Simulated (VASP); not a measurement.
Set up this calculation in VASP 6.6.1, as the native input.

- Task: single point
- Functional: PBE
- Potentials or basis: VASP PAW PBE potentials, release 64 (Si)
- Cutoff: 520 eV
- k mesh: 2 × 2 × 2
- Occupations: gaussian, width 0.02 eV
- Spin: no spin polarisation
- Dipole correction: no
- Further INCAR settings: LREAL = Auto; ALGO = Normal; EDIFF = 1e-06; NBANDS = 48

The structure of Si (a cell with a defect) lies in POSCAR:

```
Si
1.0
    0.0000000000      5.4300000000      5.4300000000
    5.4300000000      0.0000000000      5.4300000000
    5.4300000000      5.4300000000      0.0000000000
Si
17
Direct
    0.0002938742     -0.0011349812      0.0006063336
    0.1215673336      0.1280910314      0.1223590337
   -0.0069096360      0.0023594732      0.5025494731
    0.1217678418      0.1282870563      0.6283141116
    0.0002381239      0.5003702810      0.0004789108
    0.1250351010      0.6249994674      0.1249313291
    0.0003610638      0.5005602855      0.4987860591
    0.1216919986      0.6221155102      0.6281662978
    0.5017751373      0.0019664917     -0.0054428760
    0.6280277681      0.1281010126      0.1224005395
    0.5021196554      0.0023957345      0.5025982591
    0.6245208754      0.1252164689      0.6259365374
    0.4989105206      0.5003878627      0.0005041731
    0.6280190114      0.6218149673      0.1221814012
    0.5019650201      0.4938121384      0.5023416523
    0.6280884271      0.6221403455      0.6281916346
    0.3745399236     -0.1247880453      0.3759002599
```

These files were run (other wordings do the same):

INCAR

```
ALGO = Normal
EDIFF = 1E-6
ENCUT = 520
GGA = PE
ISIF = 2
ISMEAR = 0
LASPH = True
LCHARG = False
LREAL = Auto
LWAVE = False
NBANDS = 48
NELM = 60
PREC = Accurate
SIGMA = 0.02
```

KPOINTS

```
k-points
0
Gamma
  2 2 2
```

Potentials or basis: VASP PAW PBE potentials, release 64 (Si).

Run with:

```bash
$ cat potpaw_PBE.64/Si/POTCAR > POTCAR
$ mpirun -np 1 vasp_std > vasp.out
```

Results of the run:

```
Pressure               : 5.3 GPa
Largest force          : 0.026 eV/Å
Band gap on the k mesh : zero (bands 34 and 35 overlap by 0.25 eV)
```

Caveat: the k points lie up to 0.50 Å⁻¹ apart.

Wall time 3.1 min on 1 thread of Intel(R) Xeon(R) 6975P-C (Granite Rapids), on a shared host, peak memory 0.47 GiB.
